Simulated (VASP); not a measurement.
**MgO: single point with r2SCAN**

The system is MgO.

```
Mg O
1.0
     0.00000    2.11590    2.11590
     2.11590    0.00000    2.11590
     2.11590    2.11590    0.00000
Mg O
1 1
Direct
  0.00000 0.00000 0.00000
  0.50000 0.50000 0.50000
```

- Program: VASP 6.6.1
- Task: single point
- Functional: r2SCAN
- Potentials or basis: VASP PAW PBE potentials, release 64 (Mg, O)
- Cutoff: 660 eV
- k mesh: 8 × 8 × 8
- Occupations: fermi-dirac, width 0.02 eV
- Spin: no spin polarisation

- Pressure: -4.5 GPa
- Band gap on the k mesh: 5.47 eV, direct

Levels at points of the mesh, in eV from the valence-band top:
```
           k point  band 2  band 3  band 4  band 5  band 6  band 7
(0.00, 0.00, 0.00)    0.00    0.00    0.00    5.47   16.76   16.76
(0.50, 0.00, 0.00)   -4.55   -0.66   -0.66    8.71   13.64   17.28
(0.50, 0.50, 0.00)   -4.04   -1.35   -1.35   10.02   10.91   14.13
```

It took 21 s on 1 thread of Intel(R) Xeon(R) 6975P-C (Granite Rapids), on a shared host, peak memory 0.17 GiB.

Caveat: the PAW data sets were made with another functional, which shifts forces and pressure a little. r2SCAN opens gaps a little over a GGA but as a rule still falls short of measured ones.
